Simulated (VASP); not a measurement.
# SrVO3 (Pm-3m) in VASP: further runs, part 2 of 2

VASP 6.6.1.

## (5) Single point, PBE+U, collinear spin, ferromagnetic start (11.85 Å³/atom)

This run uses another cell than the first one, of 11.85 Å³/atom.

INCAR

```
SYSTEM = SrVO3
ALGO = Normal ; EDIFF = 1E-6
ENCUT = 520 ; GGA = PE
ISIF = 2 ; ISMEAR = 0
ISPIN = 2 ; LASPH = .True.
LCHARG = .False. ; LDAU = .True.
LDAUJ = 0 0 0 ; LDAUL = -1 2 -1
LDAUPRINT = 1 ; LDAUTYPE = 2
LDAUU = 0 3.25 0 ; LMAXMIX = 4
LORBIT = 11 ; LREAL = .False.
LWAVE = .False. ; MAGMOM = 0 0.94 -0.03 -0.03 -0.03
NBANDS = 32 ; NELM = 150
PREC = Accurate ; SIGMA = 0.05
```

KPOINTS

```
k-points
0
Gamma
  6 6 6
  0 0 0
```

POSCAR

```
SrVO3
1.0
    3.8979711896      0.0000000000      0.0000000000
    0.0000000000      3.8979711896      0.0000000000
    0.0000000000      0.0000000000      3.8979711896
Sr V O
1 1 3
Direct
    0.5000000000      0.5000000000      0.5000000000
    0.0000000000      0.0000000000      0.0000000000
    0.5000000000      0.0000000000      0.0000000000
    0.0000000000      0.5000000000      0.0000000000
    0.0000000000      0.0000000000      0.5000000000
```

Potentials or basis: VASP PAW PBE potentials, release 64 (Sr_sv, V_sv, O).

On the command line:

```console
> cat potpaw_PBE.64/Sr_sv/POTCAR potpaw_PBE.64/V_sv/POTCAR potpaw_PBE.64/O/POTCAR > POTCAR
> mpirun -np 1 vasp_std > vasp.out
```

OUTCAR:

```text
SYSTEM = SrVO3
   EDIFF = 1E-6
   ENCUT = 520
   GGA = PE
   ISIF = 2
   ISMEAR = 0
   ISPIN = 2
   LASPH = .True.
   LORBIT = 11
   LREAL = .False.
   NELM = 150
   PREC = Accurate

 ion  position               nearest neighbor table
   1  0.500  0.500  0.500-   3 2.76   4 2.76   5 2.76   3 2.76   4 2.76   3 2.76   5 2.76   3 2.76
                             4 2.76   5 2.76   4 2.76   5 2.76   2 3.38   2 3.38   2 3.38   2 3.38
   2  0.000  0.000  0.000-   3 1.95   4 1.95   5 1.95   5 1.95   4 1.95   3 1.95   1 3.38   1 3.38
                             1 3.38   1 3.38   1 3.38   1 3.38   1 3.38   1 3.38
   3  0.500  0.000  0.000-   2 1.95   2 1.95   1 2.76   1 2.76   1 2.76   1 2.76
   4  0.000  0.500  0.000-   2 1.95   2 1.95   1 2.76   1 2.76   1 2.76   1 2.76
   5  0.000  0.000  0.500-   2 1.95   2 1.95   1 2.76   1 2.76   1 2.76   1 2.76

  LATTYP: Found a simple cubic cell.
 ALAT       =     3.8979711896

  Lattice vectors:

 A1 = (   3.8979711896,   0.0000000000,   0.0000000000)
 A2 = (   0.0000000000,   3.8979711896,   0.0000000000)
 A3 = (   0.0000000000,   0.0000000000,   3.8979711896)

Analysis of symmetry for initial positions (statically):
=====================================================================
 Subroutine PRICEL returns:
 Original cell was already a primitive cell.

 Routine SETGRP: Setting up the symmetry group for a
 simple cubic supercell.

 Subroutine GETGRP returns: Found 48 space group operations
 (whereof 48 operations were pure point group operations)
 out of a pool of 48 trial point group operations.

The static configuration has the point symmetry O_h .

Analysis of symmetry for dynamics (positions and initial velocities):
=====================================================================
 Subroutine PRICEL returns:
 Original cell was already a primitive cell.

 Routine SETGRP: Setting up the symmetry group for a
 simple cubic supercell.

 Subroutine GETGRP returns: Found 48 space group operations
 (whereof 48 operations were pure point group operations)
 out of a pool of 48 trial point group operations.

The dynamic configuration has the point symmetry O_h .

Analysis of structural, dynamic, and magnetic symmetry:
=====================================================================
 Subroutine PRICEL returns:
 Original cell was already a primitive cell.

 Routine SETGRP: Setting up the symmetry group for a
 simple cubic supercell.

 Subroutine GETGRP returns: Found 48 space group operations
 (whereof 48 operations were pure point group operations)
 out of a pool of 48 trial point group operations.

The overall configuration has the point symmetry O_h .

 Subroutine INISYM returns: Found 48 space group operations
 (whereof 48 operations are pure point group operations),
 and found     1 'primitive' translations

[... 152 lines left out ...]
  0.1034 -0.0000 -0.0000 -0.0000  0.0000
 -0.0000  0.1034 -0.0000  0.0000  0.0000
 -0.0000 -0.0000  0.2746 -0.0000  0.0000
 -0.0000  0.0000 -0.0000  0.1034 -0.0000
  0.0000  0.0000  0.0000 -0.0000  0.2746

 occupancies and eigenvectors

  o =  0.1034  v =  0.0000  0.0000  0.0000  0.0000  0.0000  0.0000  0.1168 -0.0000 -0.9932 -0.0000      0.0000  0.0000  0.0000  0.0000  0.0000  0.0000  0.0000  0.0000  0.0000  0.0000
  o =  0.1034  v =  0.0000  0.0000  0.0000  0.0000  0.0000  0.0000 -0.9932 -0.0000 -0.1168  0.0000      0.0000  0.0000  0.0000  0.0000  0.0000  0.0000  0.0000  0.0000  0.0000  0.0000
  o =  0.1034  v =  0.0000  0.0000  0.0000  0.0000  0.0000  1.0000  0.0000  0.0000  0.0000  0.0000      0.0000  0.0000  0.0000  0.0000  0.0000  0.0000  0.0000  0.0000  0.0000  0.0000
  o =  0.2746  v =  0.0000  0.0000  0.0000  0.0000  0.0000  0.0000  0.0000  0.0006  0.0000  1.0000      0.0000  0.0000  0.0000  0.0000  0.0000  0.0000  0.0000  0.0000  0.0000  0.0000
  o =  0.2746  v =  0.0000  0.0000  0.0000  0.0000  0.0000  0.0000 -0.0000  1.0000  0.0000 -0.0006      0.0000  0.0000  0.0000  0.0000  0.0000  0.0000  0.0000  0.0000  0.0000  0.0000
  o =  0.3027  v =  0.0000 -0.0000  0.0045 -0.0000  1.0000  0.0000  0.0000  0.0000  0.0000  0.0000      0.0000  0.0000  0.0000  0.0000  0.0000  0.0000  0.0000  0.0000  0.0000  0.0000
  o =  0.3027  v =  0.0000  0.0000 -1.0000 -0.0000  0.0045  0.0000  0.0000  0.0000  0.0000  0.0000      0.0000  0.0000  0.0000  0.0000  0.0000  0.0000  0.0000  0.0000  0.0000  0.0000
  o =  0.4564  v =  0.0000  0.9997  0.0000 -0.0255 -0.0000  0.0000  0.0000  0.0000  0.0000  0.0000      0.0000  0.0000  0.0000  0.0000  0.0000  0.0000  0.0000  0.0000  0.0000  0.0000
  o =  0.4564  v =  0.0000 -0.0255  0.0000 -0.9997 -0.0000  0.0000  0.0000  0.0000  0.0000  0.0000      0.0000  0.0000  0.0000  0.0000  0.0000  0.0000  0.0000  0.0000  0.0000  0.0000
  o =  0.4564  v =  1.0000  0.0000  0.0000  0.0000  0.0000  0.0000  0.0000  0.0000  0.0000  0.0000      0.0000  0.0000  0.0000  0.0000  0.0000  0.0000  0.0000  0.0000  0.0000  0.0000

 number of electron      41.0000018 magnetization       1.0000999

 Free energy of the ion-electron system (eV)
  ---------------------------------------------------
  ext. energy  EPLUGINS =         0.00000000
  ---------------------------------------------------
  free energy    TOTEN  =       -36.12980295 eV

  energy without entropy =      -36.12217367  energy(sigma->0) =      -36.12598831

 E-fermi :   5.6934     XC(G=0): -11.3310

 val. band max:        5.6716176830   @ k =   0.5000   0.3333   0.0000
 cond. band min:       5.7071580907   @ k =   0.3333   0.1667   0.1667
 fundamental gap:      0.0355404077
 Fermi energy:         5.6933788271

 spin component 1

 k-point     1 :       0.0000    0.0000    0.0000
  band No.  band energies     occupation
      1     -61.0803      1.00000
      2     -34.8680      1.00000
      3     -34.8680      1.00000
      4     -34.8680      1.00000
      5     -28.6897      1.00000
      6     -13.5590      1.00000
[... 689 lines left out ...]
     31      14.3704      0.00000
     32      18.5226      0.00000
 Fermi energy:         5.6933788271

 spin component 2

 k-point     1 :       0.0000    0.0000    0.0000
  band No.  band energies     occupation
      1     -59.8913      1.00000
      2     -33.6956      1.00000
      3     -33.6956      1.00000
      4     -33.6956      1.00000
      5     -28.6916      1.00000
      6     -13.6150      1.00000
[... 689 lines left out ...]
     31      14.4128      0.00000
     32      18.4815      0.00000

------------------------ aborting loop because EDIFF is reached ----------------------------------------

  FORCE on cell =-STRESS in cart. coord.  units (eV):
  Direction    XX          YY          ZZ          XY          YZ          ZX
  --------------------------------------------------------------------------------------
  -------------------------------------------------------------------------------------
  Total        0.0330661      0.0330661      0.0330661     -0.0000000     -0.0000000     -0.0000000
  in kB        0.8944954      0.8944954      0.8944954     -0.0000000     -0.0000000     -0.0000000
  external PRESSURE =       0.8944954 kB  Pullay stress =       0.0000000 kB

 VOLUME and BASIS-vectors are now :
 -----------------------------------------------------------------------------
  energy-cutoff  :      520.00
  volume of cell :       59.23
      direct lattice vectors                 reciprocal lattice vectors
     3.897971190  0.000000000  0.000000000     0.256543712  0.000000000  0.000000000
     0.000000000  3.897971190  0.000000000     0.000000000  0.256543712  0.000000000
     0.000000000  0.000000000  3.897971190     0.000000000  0.000000000  0.256543712

 POSITION                                       TOTAL-FORCE (eV/Angst)
 -----------------------------------------------------------------------------------
      1.94899      1.94899      1.94899         0.000000      0.000000      0.000000
      0.00000      0.00000      0.00000         0.000000      0.000000      0.000000
      1.94899      0.00000      0.00000         0.000000      0.000000      0.000000
      0.00000      1.94899      0.00000         0.000000      0.000000      0.000000
      0.00000      0.00000      1.94899         0.000000      0.000000      0.000000
 -----------------------------------------------------------------------------------
    total drift:                                0.000000     -0.000000      0.000000

  FREE ENERGIE OF THE ION-ELECTRON SYSTEM (eV)
  ---------------------------------------------------
  free  energy   TOTEN  =       -36.1298029486 eV

  energy  without entropy=      -36.1221736664  energy(sigma->0) =      -36.12598831

 total charge

# of ion       s       p       d       tot
------------------------------------------
    1        1.998   5.795   0.201   7.994
    2        2.277   6.326   2.801  11.404
    3        1.562   3.477   0.000   5.039
    4        1.562   3.477   0.000   5.039
    5        1.562   3.477   0.000   5.039
--------------------------------------------------
tot          8.960  22.551   3.003  34.514

 magnetization (x)

# of ion       s       p       d       tot
------------------------------------------
    1       -0.000  -0.002   0.002  -0.001
    2        0.009   0.010   1.112   1.131
    3       -0.002  -0.057   0.000  -0.059
    4       -0.002  -0.057   0.000  -0.059
    5       -0.002  -0.057   0.000  -0.059
--------------------------------------------------
tot          0.003  -0.164   1.114   0.952
```

Run time: 40 s. Hardware: 1 thread of Intel Xeon 6975P-C (Granite Rapids), shared host; peak memory 0.22 GiB.

Results:

| Property | Result |
| --- | --- |
| Free energy | -36.1298 eV |
| Pressure | 0.1 GPa |
| Band gap on the k mesh | zero (filled and empty bands overlap) |
| Net moment | 1.00 μB per cell |
| Site moments | Sr -0.00; V +1.13; O -0.06 μB |
| Valence electrons inside the program's atomic spheres | Sr 7.99; V 11.40; O 5.04 |

Eigenvalues of the final occupation matrices:
| site | spin | trace | eigenvalues |
| --- | --- | --- | --- |
| site 2 d | 1 | 1.97 | 0.30 0.30 0.46 0.46 0.46 |
| site 2 d | 2 | 0.86 | 0.10 0.10 0.10 0.27 0.27 |

## (6) Single point, PBE+U, collinear spin, ferromagnetic start (11.89 Å³/atom)

This run uses another cell than the first one, of 11.89 Å³/atom.

INCAR

```
  PREC = Accurate
  ENCUT = 520
  EDIFF = 1E-6
  ISMEAR = 0
  SIGMA = 0.05
  LREAL = False
  LASPH = True
  NELM = 150
  ALGO = Normal
  ISIF = 2
  LWAVE = False
  LCHARG = False
  ISPIN = 2
  MAGMOM = 0 0.94 -0.03 -0.03 -0.03
  LORBIT = 11
  LMAXMIX = 4
  LDAU = True
  LDAUTYPE = 2
  LDAUL = -1 2 -1
  LDAUU = 0 3.25 0
  LDAUJ = 0 0 0
  LDAUPRINT = 1
  GGA = PE
  NBANDS = 32
```

KPOINTS

```
Automatic mesh
0
Gamma
  6 6 6
```

POSCAR: that of step 5 with these lines changed.

```diff
@@ -2,5 +2,5 @@
 1.0
-    3.8979711896      0.0000000000      0.0000000000
-    0.0000000000      3.8979711896      0.0000000000
-    0.0000000000      0.0000000000      3.8979711896
+    3.9029612059      0.0000000000      0.0000000000
+    0.0000000000      3.9029612059      0.0000000000
+    0.0000000000      0.0000000000      3.9029612059
 Sr V O
```

Potentials or basis: VASP PAW PBE potentials, release 64 (Sr_sv, V_sv, O).

On the command line:

```console
> cat potpaw_PBE.64/Sr_sv/POTCAR potpaw_PBE.64/V_sv/POTCAR potpaw_PBE.64/O/POTCAR > POTCAR
> mpirun -np 1 vasp_std > vasp.out
```

Wall time 39 s (1 thread of Intel Xeon 6975P-C (Granite Rapids), shared host); peak memory 0.22 GiB.

The run converged. Its results:

```yaml
Free_energy: -36.1296 eV
Pressure: -0.6 GPa
Band_gap_on_the_k_mesh: zero (filled and empty bands overlap)
Net_moment: 1.00 μB per cell
Site_moments: Sr -0.00; V +1.13; O -0.06 μB
Valence_electrons_inside_the_program's_atomic_spheres: Sr 7.99; V 11.39; O 5.04
```

Levels at points of the mesh, in eV from the Fermi level:
Spin up:
```tsv
k point	band 17	band 18	band 19	band 20	band 21	band 22	band 23	band 24	band 25	band 26
(0.00, 0.00, 0.00)	-2.77	-2.05	-2.05	-2.05	-1.60	-1.60	-1.60	1.18	1.18	3.84
(0.50, 0.00, 0.00)	-4.12	-3.57	-2.47	-2.47	-1.51	0.38	0.38	1.19	3.32	5.73
(0.50, 0.50, 0.00)	-3.83	-3.19	-3.19	-1.70	0.32	0.32	0.57	2.11	5.22	6.29
(0.50, 0.50, 0.50)	-5.59	-1.60	-1.60	-1.60	0.81	0.81	0.81	5.22	5.22	5.31
```
Spin down:
```
           k point  band 18  band 19  band 20  band 21  band 22  band 23
(0.00, 0.00, 0.00)    -2.15    -2.15    -2.15     0.68     0.68     0.68
(0.50, 0.00, 0.00)    -3.66    -2.56    -2.56     0.85     1.91     2.31
(0.50, 0.50, 0.00)    -3.27    -3.27    -1.81     2.32     2.32     2.74
(0.50, 0.50, 0.50)    -1.72    -1.72    -1.72     2.92     2.92     2.92
```

Eigenvalues of the final occupation matrices:
```csv
site,spin,trace,eigenvalues
site 2 d,1,1.97,0.30 0.30 0.46 0.46 0.46
site 2 d,2,0.86,0.10 0.10 0.10 0.27 0.27
```

The state reached can hang on the start; a lower one may exist.

## (7) Overview

| cell | k mesh | gap on the mesh (eV) | pressure (GPa) | moment (μB) |
| --- | --- | --- | --- | --- |
| a = 3.841 Å, 5 atoms | 4 × 4 × 4 | none | 8.4 | 1.00 |
| a = 3.893 Å, 5 atoms | 6 × 6 × 6 | none | 0.7 | 1.00 |
| a = 3.898 Å, 5 atoms | 6 × 6 × 6 | none | 0.1 | 1.00 |
| a = 3.903 Å, 5 atoms | 6 × 6 × 6 | none | -0.6 | 1.00 |

Alike in all rows: task single point; level PBE+U; potentials or basis VASP PAW PBE potentials, release 64 (Sr_sv, V_sv, O); spin collinear, ferromagnetic start; V d U = 3.25 eV; cutoff (eV) 520; smearing gaussian 0.05 eV.

Caveats: some runs use coarse meshes.

Absolute energies hang on the potentials; compare differences alone.

The gap in the log of VASP goes by the Fermi energy; the results here count the filled bands.